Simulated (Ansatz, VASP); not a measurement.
**Ti in VASP and in Ansatz**

```
Ti
1.0
    -0.04060    2.00970    2.00970
     2.00970   -0.04060    2.00970
     2.00970    2.00970   -0.04060
Ti
1
Direct
  0.00000 0.00000 0.00000
```

Change from the starting cell: equal xy, yz and zx shear strains of -2 %, crystal datasets.

Alike in both runs: task electric field gradients; functional LDA; k mesh 14 × 14 × 14; occupations fermi-dirac, width 0.05 eV; no spin polarisation.

|  | VASP | Ansatz |
| --- | --- | --- |
| version | VASP 6.6.1 | Ansatz 0.2.0 |
| potentials or method | VASP PAW LDA potentials, release 64 (Ti_sv), cutoff 400 eV | all-electron PAW with datasets made for the crystal, scalar-relativistic |

Ansatz gave:

```
pressure (GPa)                                                : -4.8
traceless stress, the component that is largest in VASP (GPa) : 1.08
size of Vzz on the site where it differs most (V/Å²)          : 8.0
```

Estimate VASP's values.

pressure (GPa): -5.7; traceless stress, the component that is largest in VASP (GPa): 1.08; size of Vzz on the site where it differs most (V/Å²): 8.2.

LDA's correlation is that of Perdew and Zunger in VASP and of Perdew and Wang (1992) in Ansatz. Ansatz ran all-electron here, and VASP with PAW potentials.
